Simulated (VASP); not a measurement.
A run of VASP 6.6.1 is set up as follows.

Contents of INCAR:

```
PREC = Accurate
ENCUT = 520
EDIFF = 1E-6
ISMEAR = 0
SIGMA = 0.15
LREAL = False
LASPH = True
NELM = 150
ALGO = Fast
ISIF = 2
LWAVE = False
LCHARG = True
ISPIN = 2
MAGMOM = 1.375 1.375
LORBIT = 11
NUPDOWN = 2.75
LMAXMIX = 4
GGA = CA
LELF = True
LVHAR = True
NBANDS = 20
```

The input KPOINTS:

```
regular mesh
0
Gamma
  24 24 12
```

The input POSCAR:

```
Co
1.0
    2.4944345983      0.0000000000      0.0000000000
   -1.2472172991      2.1602437303      0.0000000000
    0.0000000000      0.0000000000      4.0236895499
Co
2
Direct
    0.6666666667      0.3333333333      0.2500000000
    0.3333333333      0.6666666667      0.7500000000
```

Potentials or basis: VASP PAW LDA potentials, release 64 (Co).

Command:

```bash
$ cat potpaw_LDA.64/Co/POTCAR > POTCAR
$ mpirun -np 1 vasp_std > vasp.out
```

(1) What does it give for the pressure?

Answers

(1) -20.8 GPa.

Caveat: the cell stands under tension; the total moment is fixed, so each spin has its own Fermi level.
